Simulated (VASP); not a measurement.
Input of a VASP 6.6.1 run:

INCAR

```
PREC     = Accurate       # precision mode
ENCUT    = 600            # plane-wave cutoff, eV
EDIFF    = 1E-6           # SCF threshold, eV
ISMEAR   = 0              # smearing method
SIGMA    = 0.1            # smearing width, eV
LREAL    = F              # projectors in reciprocal space
LASPH    = T              # aspherical terms in the spheres
NELM     = 60             # most SCF steps
ALGO     = Fast           # electronic algorithm
ISIF     = 3              # what is computed and relaxed
LWAVE    = F              # write WAVECAR
LCHARG   = F              # write CHGCAR
GGA      = PS             # functional
IBRION   = 2              # ionic algorithm
NSW      = 70             # ionic steps
EDIFFG   = -0.008         # ionic threshold
PSTRESS  = 10.0
```

Contents of KPOINTS:

```
regular mesh
0
Gamma
  18 18 18
```

File POSCAR:

```
Al2Ru
1.0
   -1.5555625468      1.5555625468      4.1977454369
    1.5555625468     -1.5555625468      4.1977454369
    1.5555625468      1.5555625468     -4.1977454369
Al Ru
2 1
Direct
    0.6590760826      0.6590760826      0.0000000000
    0.3409239174      0.3409239174      0.0000000000
    0.0000000000      0.0000000000      0.0000000000
```

Potentials or basis: VASP PAW PBE potentials, release 64 (Al, Ru_pv).

Command:

```sh
$ cat potpaw_PBE.64/Al/POTCAR potpaw_PBE.64/Ru_pv/POTCAR > POTCAR
$ mpirun -np 1 vasp_std > vasp.out
```

Q: What does it give for the relaxed volume?

A: 13.61 Å³/atom.

Q: Estimate the space group after relaxing (to 0.1 Å).

A: I4/mmm (No. 139).

Q: Predict the band gap on the k mesh.

A: Zero (bands 10 and 11 overlap by 0.18 eV).

Q: Estimate the relaxed cell.

A: a = 4.747 Å, b = 4.747 Å, c = 4.747 Å, α = 141.68°, β = 141.68°, γ = 55.31°.

Final structure:
```
Al Ru
1.0
    -1.55785    1.55785    4.20473
     1.55785   -1.55785    4.20473
     1.55785    1.55785   -4.20473
Al Ru
2 1
Cartesian
  0.0000 0.0000 5.5432
  0.0000 0.0000 2.8663
  0.0000 0.0000 0.0000
```

Caveat: the cell is relaxed towards a set pressure, so the run minimises the enthalpy, not the energy; the PAW data sets were made with another functional, which shifts forces and pressure a little.
